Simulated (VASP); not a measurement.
# MgS (gw) (R3m) in VASP: single point with PBEsol

Aim: the single point of MgS (gw) with PBEsol.

Everything below comes from runs of VASP 6.6.1. Logs are shortened: lines on timing, memory, paths and dates and some standing lists are left out, and cuts for length are marked.

## Step 1: The cell of the first run

Symmetry: R3m, No. 160, trigonal system. The conventional cell has a = 4.036 Å, b = 4.036 Å, c = 9.708 Å, α = 90.00°, β = 90.00°, γ = 120.00°. Mg (site symmetry 3m) has 4 S at 2.45 to 2.46 Å within 3.2 Å. Within 3.2 Å of S (site symmetry 3m) lie 4 Mg at 2.45 to 2.46 Å.

## Step 2: Single point, PBEsol

The input, INCAR:

```
ALGO     = Normal         # electronic algorithm
EDIFF    = 1E-6           # SCF threshold, eV
ENCUT    = 600            # plane-wave cutoff, eV
GGA      = PS             # functional
GGA_COMPAT= F            
ISIF     = 2              # what is computed and relaxed
ISMEAR   = 0              # smearing method
LASPH    = T              # aspherical terms in the spheres
LCHARG   = F              # write CHGCAR
LREAL    = F              # projectors in reciprocal space
LWAVE    = F              # write WAVECAR
NBANDS   = 11             # bands
NELM     = 120            # most SCF steps
PREC     = Accurate       # precision mode
SIGMA    = 0.01           # smearing width, eV
```

The input, KPOINTS:

```
k-points
0
Gamma
  6 6 6
```

The input, POSCAR:

```
MgS
1.0
   -0.0343020203      2.8196565317      2.8196565317
    2.8196565317     -0.0343020203      2.8196565317
    2.8196565317      2.8196565317     -0.0343020203
Mg S
1 1
Direct
   -0.0011838587     -0.0011838587     -0.0011838587
    0.2511838587      0.2511838587      0.2511838587
```

Potentials or basis: VASP PAW PBE potentials, release 64 (Mg, S).

Run with:

```console
cat potpaw_PBE.64/Mg/POTCAR potpaw_PBE.64/S/POTCAR > POTCAR
mpirun -np 1 vasp_std > vasp.out
```

OUTCAR:

```text
EDIFF = 1E-6
   ENCUT = 600
   GGA = PS
   ISIF = 2
   ISMEAR = 0
   LASPH = T
   LREAL = F
   NELM = 120
   PREC = Accurate

 ion  position               nearest neighbor table
   1  0.999  0.999  0.999-   2 2.45   2 2.46   2 2.46   2 2.46
   2  0.251  0.251  0.251-   1 2.45   1 2.46   1 2.46   1 2.46

  LATTYP: Found a trigonal (rhomboedric) cell.
 ALAT       =     3.9877440417
 COS(alpha) =     0.4877985854

  Lattice vectors:

 A1 = (  -0.0343020203,   2.8196565317,   2.8196565317)
 A2 = (   2.8196565317,  -0.0343020203,   2.8196565317)
 A3 = (   2.8196565317,   2.8196565317,  -0.0343020203)

Analysis of symmetry for initial positions (statically):
=====================================================================
 Subroutine PRICEL returns:
 Original cell was already a primitive cell.

 Routine SETGRP: Setting up the symmetry group for a
 trigonal (rhombohedral) supercell.

 Subroutine GETGRP returns: Found  6 space group operations
 (whereof  6 operations were pure point group operations)
 out of a pool of 12 trial point group operations.

The static configuration has the point symmetry C_3v.

Analysis of symmetry for dynamics (positions and initial velocities):
=====================================================================
 Subroutine PRICEL returns:
 Original cell was already a primitive cell.

 Routine SETGRP: Setting up the symmetry group for a
 trigonal (rhombohedral) supercell.

 Subroutine GETGRP returns: Found  6 space group operations
 (whereof  6 operations were pure point group operations)
 out of a pool of 12 trial point group operations.

The dynamic configuration has the point symmetry C_3v.

 Subroutine INISYM returns: Found  6 space group operations
 (whereof  6 operations are pure point group operations),
 and found     1 'primitive' translations

----------------------------------------------------------------------------------------

                                     Primitive cell

  volume of cell :      45.6533

  direct lattice vectors                    reciprocal lattice vectors
    -0.034302020  2.819656532  2.819656532    -0.174123082  0.176267431  0.176267431
     2.819656532 -0.034302020  2.819656532     0.176267431 -0.174123082  0.176267431
     2.819656532  2.819656532 -0.034302020     0.176267431  0.176267431 -0.174123082

  length of vectors
     3.987744042  3.987744042  3.987744042     0.304071146  0.304071146  0.304071146

  position of ions in fractional coordinates (direct lattice)
     0.998816141  0.998816141  0.998816141
     0.251183859  0.251183859  0.251183859

  ion indices of the primitive-cell ions
   primitive index   ion index
                 1           1
                 2           2

----------------------------------------------------------------------------------------

 KPOINTS: k-points

Automatic generation of k-mesh.
 Grid dimensions read from file:
 generate k-points for:    6    6    6

 Generating k-lattice:

  Cartesian coordinates                     Fractional coordinates (reciprocal lattice)
    -0.029020514  0.029377905  0.029377905     0.166666667  0.000000000 -0.000000000
     0.029377905 -0.029020514  0.029377905     0.000000000  0.166666667 -0.000000000
     0.029377905  0.029377905 -0.029020514     0.000000000  0.000000000  0.166666667

  Length of vectors
     0.050678524  0.050678524  0.050678524

  Shift w.r.t. Gamma in fractional coordinates (k-lattice)
     0.000000000  0.000000000  0.000000000

 Subroutine IBZKPT returns following result:
 ===========================================

 Found     32 irreducible k-points:

 Following reciprocal coordinates:
            Coordinates               Weight
  0.000000  0.000000  0.000000      1.000000
  0.166667  0.000000 -0.000000      6.000000
  0.333333  0.000000 -0.000000      6.000000
  0.500000  0.000000 -0.000000      3.000000
  0.166667  0.166667  0.000000      6.000000
  0.333333  0.166667  0.000000     12.000000
[... 16 lines left out ...]
  0.500000  0.500000  0.166667      6.000000
 -0.333333  0.500000  0.166667     12.000000
 [... further k-points ...]
   k-points           NKPTS =     32   k-points in BZ     NKDIM =     32   number of bands    NBANDS=     11
   number of dos      NEDOS =    301   number of ions     NIONS =      2
   total plane-waves  NPLWV =  32768
   dimension x,y,z NGX =    32 NGY =   32 NGZ =   32
   dimension x,y,z NGXF=    64 NGYF=   64 NGZF=   64
   ions per type =               1   1
   NGX,Y,Z   is equivalent  to a cutoff of  13.34, 13.34, 13.34 a.u.
   NGXF,Y,Z  is equivalent  to a cutoff of  26.68, 26.68, 26.68 a.u.
 SYSTEM =  unknown system
   PREC   = accura    normal or accurate (medium, high low for compatibility)
   ISTART =      0    job   : 0-new  1-cont  2-samecut
   ICHARG =      2    charge: 1-file 2-atom 10-const
   ISPIN  =      1    spin polarized calculation?
   LNONCOLLINEAR =      F non collinear calculations
   LSORBIT =      F    spin-orbit coupling
   LASPH  =      T    aspherical Exc in radial PAW
   ENCUT  =  600.0 eV  44.10 Ry    6.64 a.u.   7.96  7.96  7.96*2*pi/ulx,y,z
   NELM   =    120;   NELMIN=  2; NELMDL= -5     # of ELM steps
   EDIFF  = 0.1E-05   stopping-criterion for ELM
   LREAL  =      F    real-space projection
   EDIFFG = 0.1E-04   stopping-criterion for IOM
   NSW    =      0    number of steps for IOM
   IBRION =     -1    ionic relax: 0-MD 1-quasi-New 2-CG
   NFREE  =      0    steps in history (QN), initial steepest desc. (CG)
   ISIF   =      2    stress and relaxation
   ISYM   =      2    0-nonsym 1-usesym 2-fastsym
   POTIM  = 0.5000    time-step for ionic-motion
   TEBEG  =    0.0;   TEEND  =   0.0 temperature during run
   PSTRESS=    0.0 pullay stress
   NELECT =       8.0000    total number of electrons
   NUPDOWN=      -1.0000    fix difference up-down
   EMIN   =  10.00;   EMAX   =-10.00  energy-range for DOS
   EFERMI =   0.00;   METHOD = LEGACY
   ISMEAR =     0;   SIGMA  =   0.01  broadening in eV -4-tet -1-fermi 0-gaus
   EFERMI_NEDOS =   21; number of points for ismear=-14 and -15
   IALGO  =     38    algorithm
   IMIX   =      4    mixing-type and parameters
     AMIX     =   0.40;   BMIX     =  1.00
     AMIX_MAG =   1.60;   BMIX_MAG =  1.00
  volume/ion in A,a.u.               =      22.83       154.04
  Fermi-wavevector in a.u.,A,eV,Ry     =   0.916110  1.731197 11.418789  0.839257
  Thomas-Fermi vector in A             =   2.040928
   LORBIT       =      0    0 simple, 1 ext, 2 COOP (PROOUT), +10 PAW based schemes
   GGA     = PS    functional components
   LHFCALC =     F    Hartree Fock is set to
   AEXX    =    0.0000 exact exchange contribution
   IVDW    =     0    specifies the selected vdW correction
   LEPSILON=     F    determine dielectric tensor
   LRPA    =     F    only Hartree local field effects (RPA)
 non-spin polarized calculation
 Gauss-broadening in eV      SIGMA  =   0.01
  energy-cutoff  :      600.00
  volume of cell :       45.65
 maximum number of plane-waves:      1542
   NGX = 15   NGY = 15   NGZ = 15

 number of electron       8.0000001 magnetization

 Free energy of the ion-electron system (eV)
  ---------------------------------------------------
  ext. energy  EPLUGINS =         0.00000000
  ---------------------------------------------------
  free energy    TOTEN  =        -8.91448251 eV

  energy without entropy =       -8.91448251  energy(sigma->0) =       -8.91448251

 E-fermi :   1.1535     XC(G=0):  -8.5533

 val. band max:        1.0346212935   @ k =   0.0000   0.0000   0.0000
 cond. band min:       4.2260336527   @ k =   0.0000   0.0000   0.0000
 fundamental gap:      3.1914123592
 Fermi energy:         1.1534962638

 k-point     1 :       0.0000    0.0000    0.0000
  band No.  band energies     occupation
      1     -10.2839      2.00000
      2       0.9309      2.00000
      3       0.9309      2.00000
      4       1.0346      2.00000
      5       4.2260      0.00000
      6       8.7417      0.00000
      7       8.7417      0.00000
      8       8.9877      0.00000
      9      11.7370      0.00000
     10      11.7370      0.00000
     11      14.4544      0.00000

 k-point     2 :       0.1667    0.0000   -0.0000
  band No.  band energies     occupation
      1     -10.1340      2.00000
      2      -0.1457      2.00000
      3       0.8477      2.00000
      4       0.9308      2.00000
      5       5.2493      0.00000
      6       8.5146      0.00000
      7       8.9991      0.00000
      8       9.1965      0.00000
      9      11.0895      0.00000
     10      11.1777      0.00000
     11      13.5252      0.00000

 k-point     3 :       0.3333    0.0000   -0.0000
  band No.  band energies     occupation
      1      -9.7989      2.00000
      2      -1.6021      2.00000
      3       0.6966      2.00000
      4       0.7623      2.00000
      5       5.9723      0.00000
      6       8.7515      0.00000
      7       8.8618      0.00000
      8       8.9631      0.00000
      9      11.9637      0.00000
     10      12.1859      0.00000
     11      12.8885      0.00000

 k-point     4 :       0.5000    0.0000   -0.0000
  band No.  band energies     occupation
      1      -9.6085      2.00000
      2      -2.2101      2.00000
      3       0.6275      2.00000
      4       0.6853      2.00000
      5       5.9619      0.00000
      6       8.4661      0.00000
      7       8.5955      0.00000
      8       9.3507      0.00000
      9      13.6220      0.00000
     10      13.9461      0.00000
     11      14.1660      0.00000
[... 239 lines left out ...]
 k-point    22 :      -0.1667    0.3333    0.1667
  band No.  band energies     occupation
      1      -9.5682      2.00000
      2      -1.5015      2.00000
      3      -0.3690      2.00000
      4       0.2822      2.00000
      5       6.5065      0.00000
      6       7.9575      0.00000
      7       8.3921      0.00000
      8      10.6709      0.00000
      9      11.5579      0.00000
     10      14.2413      0.00000
     11      15.1092      0.00000

 k-point    23 :       0.5000    0.5000    0.1667
  band No.  band energies     occupation
      1      -9.4310      2.00000
      2      -1.6700      2.00000
      3      -0.3879      2.00000
      4       0.0261      2.00000
      5       5.3610      0.00000
      6       7.2824      0.00000
      7      10.1935      0.00000
      8      11.1601      0.00000
      9      12.6399      0.00000
     10      14.5730      0.00000
     11      15.5058      0.00000

 k-point    24 :      -0.3333    0.5000    0.1667
  band No.  band energies     occupation
      1      -9.3719      2.00000
      2      -1.5603      2.00000
      3      -0.6120      2.00000
      4      -0.3092      2.00000
      5       5.7832      0.00000
      6       7.7075      0.00000
      7      10.1320      0.00000
      8      10.3206      0.00000
      9      13.3104      0.00000
     10      14.6679      0.00000
     11      14.7690      0.00000

 [... further k-points ...]

------------------------ aborting loop because EDIFF is reached ----------------------------------------

  FORCE on cell =-STRESS in cart. coord.  units (eV):
  Direction    XX          YY          ZZ          XY          YZ          ZX
  --------------------------------------------------------------------------------------
  -------------------------------------------------------------------------------------
  Total       -0.2081621     -0.2081621     -0.2081621      0.0955451      0.0955451      0.0955451
  in kB       -7.3053406     -7.3053406     -7.3053406      3.3531041      3.3531041      3.3531041
  external PRESSURE =      -7.3053406 kB  Pullay stress =       0.0000000 kB

 VOLUME and BASIS-vectors are now :
 -----------------------------------------------------------------------------
  energy-cutoff  :      600.00
  volume of cell :       45.65
      direct lattice vectors                 reciprocal lattice vectors
    -0.034302020  2.819656532  2.819656532    -0.174123082  0.176267431  0.176267431
     2.819656532 -0.034302020  2.819656532     0.176267431 -0.174123082  0.176267431
     2.819656532  2.819656532 -0.034302020     0.176267431  0.176267431 -0.174123082

 POSITION                                       TOTAL-FORCE (eV/Angst)
 -----------------------------------------------------------------------------------
      5.59838      5.59838      5.59838        -0.000081     -0.000081     -0.000081
      1.40789      1.40789      1.40789         0.000081      0.000081      0.000081
 -----------------------------------------------------------------------------------
    total drift:                                0.000056      0.000056      0.000056

  FREE ENERGIE OF THE ION-ELECTRON SYSTEM (eV)
  ---------------------------------------------------
  free  energy   TOTEN  =        -8.9144825089 eV

  energy  without entropy=       -8.9144825089  energy(sigma->0) =       -8.91448251
```

Run time: 16 s. Hardware: 1 thread of AMD EPYC 9R45 (Zen 5), shared host; peak memory 0.14 GiB.

Results:

- Free energy: -8.9145 eV
- Pressure: -0.7 GPa
- Band gap on the k mesh: 3.19 eV, direct

Stress tensor (GPa, compression positive):
```
-0.73  0.34  0.34
 0.34 -0.73  0.34
 0.34  0.34 -0.73
```

Caveat: the PAW data sets were made with another functional, which shifts forces and pressure a little. PBEsol gaps usually lie below the measured ones, often by a third to a half.
